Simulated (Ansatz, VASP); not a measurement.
Zr2B: VASP beside Ansatz

```xyz
3
Lattice="0.0000 3.1077 3.1077 3.1077 0.0000 3.1077 3.1077 3.1077 0.0000" Properties=species:S:1:pos:R:3 pbc="T T T"
Zr    4.6615    4.6615    4.6615
Zr    0.0000    0.0000    0.0000
B     1.5538    1.5538    1.5538
```

Alike in both runs: functional PBE; k mesh 14 × 14 × 14; occupations gaussian, width 0.1 eV; collinear spin.

Ansatz relaxed the structure, and its values are those at the end. VASP's run is a single point on that final structure, the one shown.

|  | VASP | Ansatz |
| --- | --- | --- |
| version | VASP 6.6.1 | Ansatz 0.2.0 |
| potentials or method | VASP PAW PBE potentials, release 64 (Zr_sv, B), cutoff 520 eV | scalar-relativistic, plane waves, PAW |
| valence electrons in the cell | 27 | 27 |

|  | VASP | Ansatz | Ansatz less VASP |
| --- | --- | --- | --- |
| gap on the k mesh at the Fermi level (eV) | none | none | - |
| pressure (GPa) | 0.1 | 0.0 | -0.10 |
| net moment per atom (μB) | 0.82 | 0.81 | -0.002 |
| size of the moment on the site where the two differ most (μB) | 1.09 | 0.89 | -0.201 |

Site moments also hang on the region over which each program counts them. A gap of «none» marks a metal or a gap that the smearing closes. With one functional, cell and mesh, what is left measures potentials, basis and numerics.
